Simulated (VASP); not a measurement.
Input of a VASP 6.6.1 run:

File INCAR:

```
PREC = Accurate
ENCUT = 910
EDIFF = 1E-6
ISMEAR = 0
SIGMA = 0.05
LREAL = F
LASPH = T
NELM = 120
ALGO = Normal
ISIF = 2
LWAVE = F
LCHARG = F
GGA = PE
NBANDS = 28
GGA_COMPAT = F
```

The input KPOINTS:

```
Automatic mesh
0
Gamma
  12 8 10
```

File POSCAR:

```
SnO
1.0
    3.3550050000      0.0000000000      0.0000000000
    0.0000000000      5.6741040000      0.0000000000
    0.0000000000      0.0000000000      4.2219700000
Sn O
2 2
Direct
    0.0000000000      0.2319090000      0.5131440000
    0.5000000000      0.7680910000      0.0131440000
    0.0000000000      0.8912500000      0.7368570000
    0.5000000000      0.1087500000      0.2368570000
```

Potentials or basis: VASP PAW PBE potentials, release 64 (Sn_d, O_h).

The run is started by

```sh
$ cat potpaw_PBE.64/Sn_d/POTCAR potpaw_PBE.64/O_h/POTCAR > POTCAR
$ mpirun -np 1 vasp_std > vasp.out
```

Q: What does it give for the pressure?

A: 0.4 GPa.

Q: Estimate the band gap on the k mesh.

A: 1.37 eV (least direct gap 2.01 eV).

Q: Predict the largest force.

A: 0.060 eV/Å.

Forces on the atoms (eV/Å):
```
Sn   0.000 -0.047 -0.001
Sn   0.000  0.047 -0.001
O    0.000  0.060  0.001
O    0.000 -0.060  0.001
```

Caveat: the cutoff is under 1.25 times the usual one of these potentials, so pressure, stress and relaxed cells hold a basis-set (Pulay) error; spin-orbit coupling is left out, which moves the levels of the heavy elements. A k mesh can miss the band edges.
